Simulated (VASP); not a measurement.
Set up this calculation in VASP 6.6.1, as the native input.

| Item | Value |
| --- | --- |
| Task | single point |
| Functional | PBE |
| Potentials or basis | VASP PAW PBE potentials, release 64 (Al, Ni) |
| Cutoff | 600 eV |
| k mesh | 20 × 20 × 20 |
| Occupations | fermi-dirac, width 0.15 eV |
| Spin | no spin polarisation |
| Dipole correction | no |
| Further INCAR settings | ALGO = Normal; EDIFF = 1e-06; NBANDS = 14 |

The structure of AlNi lies in POSCAR:

```
AlNi
1.0
    2.8942417658      0.0000000000      0.0000000000
    0.0000000000      2.8942417658      0.0000000000
    0.0000000000      0.0000000000      2.8941449120
Al Ni
1 1
Direct
    0.0000000000      0.0000000000      0.0000000000
    0.5000000000      0.5000000000      0.5000000000
```

The input as run:

INCAR

```
PREC = Accurate
ENCUT = 600
EDIFF = 1E-6
ISMEAR = -1
SIGMA = 0.15
LREAL = False
LASPH = True
NELM = 120
ALGO = Normal
ISIF = 2
LWAVE = False
LCHARG = False
GGA = PE
NBANDS = 14
GGA_COMPAT = False
```

KPOINTS

```
Automatic mesh
0
Gamma
  20 20 20
```

Potentials or basis: VASP PAW PBE potentials, release 64 (Al, Ni).

The run is started by

```sh
$ cat potpaw_PBE.64/Al/POTCAR potpaw_PBE.64/Ni/POTCAR > POTCAR
$ mpirun -np 1 vasp_std > vasp.out
```

Results of the run:

```yaml
Pressure: -0.1 GPa
Band_gap_on_the_k_mesh: zero (an odd number of electrons rules out a gap without spin polarisation)
```

Run time: 4.7 min on 1 thread of Oxide Virtual Turin-like Processor, on a shared host, peak memory 0.37 GiB.
